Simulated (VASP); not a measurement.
ZrSi2: single point with r2SCAN

ZrSi2:

```
Zr Si
1.0
     5.43619    0.00000    0.00000
     0.00000    5.43619    0.00000
     0.00000    0.00000    3.50146
Zr Si
2 4
Cartesian
  0.0000 0.0000 0.0000
  2.7181 2.7181 1.7507
  1.6635 1.6635 0.0000
  1.0546 4.3816 1.7507
  3.7727 3.7727 0.0000
  4.3816 1.0546 1.7507
```

```
Program                : VASP 6.6.1
Task                   : single point
Functional             : r2SCAN
Potentials or basis    : VASP PAW PBE potentials, release 64 (Zr_sv, Si)
Cutoff                 : 520 eV
k mesh                 : 4 × 4 × 6
Occupations            : gaussian, width 0.1 eV
Spin                   : no spin polarisation
Dipole correction      : no
Further INCAR settings : ALGO = Normal; EDIFF = 1e-07; NBANDS = 29
```

The pressure is 49.4 GPa, the largest force is 2.048 eV/Å and the band gap on the k mesh is zero (bands 20 and 21 overlap by 1.16 eV).

Forces in eV/Å, atoms in the order of the input:
```
Zr   0.000  0.000  0.000
Zr   0.000  0.000  0.000
Si  -1.448 -1.448  0.000
Si   1.448 -1.448  0.000
Si   1.448  1.448  0.000
Si  -1.448  1.448  0.000
```

Stress tensor (GPa, compression positive):
```
42.13  0.00  0.00
 0.00 42.13  0.00
 0.00  0.00 63.87
```

Levels at points of the mesh, in eV from the Fermi level:
| k point | band 16 | band 17 | band 18 | band 19 | band 20 | band 21 | band 22 | band 23 | band 24 | band 25 |
| --- | --- | --- | --- | --- | --- | --- | --- | --- | --- | --- |
| (0.00, 0.00, 0.00) | -2.17 | -2.17 | -0.53 | -0.53 | 0.83 | 0.89 | 1.05 | 1.31 | 1.57 | 1.57 |
| (0.50, 0.00, 0.00) | -2.41 | -2.13 | -2.13 | 0.21 | 0.21 | 0.41 | 0.41 | 2.15 | 2.15 | 3.82 |
| (0.50, 0.50, 0.00) | -2.38 | -1.54 | -1.54 | 0.46 | 0.46 | 0.83 | 0.83 | 1.64 | 1.64 | 2.82 |
| (0.00, 0.00, 0.50) | -2.96 | -2.39 | -2.39 | -1.38 | -1.38 | 0.46 | 0.46 | 1.45 | 1.45 | 3.51 |
| (0.50, 0.00, 0.50) | -2.13 | -1.03 | -1.03 | -0.87 | -0.87 | -0.33 | -0.33 | 0.44 | 0.44 | 2.31 |
| (0.50, 0.50, 0.50) | -3.76 | -1.12 | -1.12 | 0.00 | 0.00 | 0.16 | 0.16 | 2.52 | 2.52 | 3.05 |

Wall time 6.2 min on 1 thread of Intel Xeon 8259CL, on a shared host, peak memory 0.24 GiB.

Caveat: the cell stands under pressure; the PAW data sets were made with another functional, which shifts forces and pressure a little.
